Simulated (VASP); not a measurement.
Runs of VASP 6.6.1 on Ho3F2. The structure is that of space group Pm-3m (No. 221), or close to it. The cells are those of the table. The cell was generated, and may not be a known phase.

```tsv
task	cell	k mesh	gap on the mesh (eV)	pressure (GPa)	relaxed volume (Å³/atom)
single point	a = 4.830 Å, 5 atoms	4 × 4 × 4	none	(a)	-
single point	a = 4.855 Å, 5 atoms	8 × 8 × 8	none	0.3	-
relaxation of cell and atoms	relaxed from a = 4.605 Å, 5 atoms	4 × 4 × 4	none	0.3	22.64
relaxation of cell and atoms	relaxed from a = 4.830 Å, 5 atoms	8 × 8 × 8	none	0.0	23.09
single point	a = 4.605 Å, 5 atoms	4 × 4 × 4	none	8.6	-
```

Alike in all rows: level PBE; potentials or basis VASP PAW PBE potentials, release 64 (Ho_3, F), 4f in core; no spin polarisation; cutoff (eV) 600; smearing gaussian 0.1 eV.

Fill in the values left out.

(a) 0.4.

Caveats: spin-orbit coupling is left out, which moves the levels of the heavy elements; the 4f electrons are frozen in the core, so they carry no moment and show no levels; the run has no spin polarisation, though such a crystal can be magnetic; the volume moved by over 15 % at a fixed basis, so the end points are rough (at least some runs); the cell stands under pressure (at least some runs).

A k mesh can miss the band edges, and the runs leave out spin-orbit coupling on Ho.

A gap of «none» marks levels without a gap at the run's occupations.
